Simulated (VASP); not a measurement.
# SiC: single point with r2SCAN

Crystal: SiC.

```
CELL_PARAMETERS angstrom
3.07553 0.00000 0.00000
-1.53776 2.66349 0.00000
0.00000 0.00000 5.04739
ATOMIC_POSITIONS crystal
Si 0.33333 0.66667 0.00457
Si 0.66667 0.33333 0.50457
C 0.33333 0.66667 0.38043
C 0.66667 0.33333 0.88043
```

| Quantity | Value |
| --- | --- |
| Program | VASP 6.6.1 |
| Task | single point |
| Functional | r2SCAN |
| Potentials or basis | VASP PAW PBE potentials, release 64 (Si, C) |
| Cutoff | 520 eV |
| k mesh | 8 × 8 × 6 |
| Occupations | gaussian, width 0.05 eV |
| Spin | no spin polarisation |

```yaml
Pressure: -0.2 GPa
Band_gap_on_the_k_mesh: 2.92 eV, indirect (least direct gap 4.48 eV)
```

Forces in eV/Å, atoms in the order of the input:
```
Si   0.000  0.000  0.002
Si   0.000  0.000  0.002
C    0.000  0.000 -0.002
C    0.000  0.000 -0.002
```

Stress tensor (GPa, compression positive):
```
-0.21  0.00  0.00
 0.00 -0.21  0.00
 0.00  0.00 -0.10
```

Levels at points of the mesh, in eV from the valence-band top:
| k point | band 5 | band 6 | band 7 | band 8 | band 9 | band 10 | band 11 | band 12 |
| --- | --- | --- | --- | --- | --- | --- | --- | --- |
| (0.00, 0.00, 0.00) | -1.39 | -0.11 | 0.00 | 0.00 | 5.38 | 6.78 | 7.19 | 7.19 |
| (0.50, 0.00, 0.00) | -5.62 | -3.48 | -3.36 | -1.26 | 3.23 | 4.67 | 7.47 | 7.65 |
| (0.00, 0.00, 0.50) | -0.75 | -0.75 | -0.75 | -0.75 | 6.50 | 6.50 | 7.89 | 7.89 |
| (0.50, 0.00, 0.50) | -2.56 | -2.56 | -2.44 | -2.44 | 3.72 | 3.72 | 5.79 | 5.79 |

Run time: 33 s on 1 thread of Intel(R) Xeon(R) 6975P-C (Granite Rapids) (shared host), peak memory 0.16 GiB.

Caveat: the PAW data sets were made with another functional, which shifts forces and pressure a little. A k mesh can miss the band edges.
